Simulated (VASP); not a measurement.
Input of a VASP 6.6.1 run:

Contents of INCAR:

```
  PREC = Accurate
  ENCUT = 520
  EDIFF = 1E-6
  ISMEAR = 0
  SIGMA = 0.1
  LREAL = F
  LASPH = T
  NELM = 100
  ALGO = Normal
  ISIF = 2
  LWAVE = F
  LCHARG = F
  GGA = PS
  NBANDS = 13
```

Contents of KPOINTS:

```
regular mesh
0
Gamma
  6 6 6
```

The input POSCAR:

```
Mg2HN
1.0
    1.6533147628      0.9545417234      5.4646007443
   -1.6533147628      0.9545417234      5.4646007443
    0.0000000000     -1.9090834467      5.4646007443
Mg H N
2 1 1
Direct
    0.7612558800      0.7612558800      0.7612558800
    0.2387441200      0.2387441200      0.2387441200
    0.0000000000      0.0000000000      0.0000000000
    0.5000000000      0.5000000000      0.5000000000
```

Potentials or basis: VASP PAW PBE potentials, release 64 (Mg, H, N).

The run is started by

```sh
$ cat potpaw_PBE.64/Mg/POTCAR potpaw_PBE.64/H/POTCAR potpaw_PBE.64/N/POTCAR > POTCAR
$ mpirun -np 1 vasp_std > vasp.out
```

(1) Estimate the largest force.

(2) Predict the pressure.

Answers

(1) 1.889 eV/Å.

(2) -13.6 GPa.

Caveat: the k points lie up to 0.37 Å⁻¹ apart; the cell differs from its parent crystal (Sr replaced by Mg, lengths x 0.868, strained); the PAW data sets were made with another functional, which shifts forces and pressure a little.
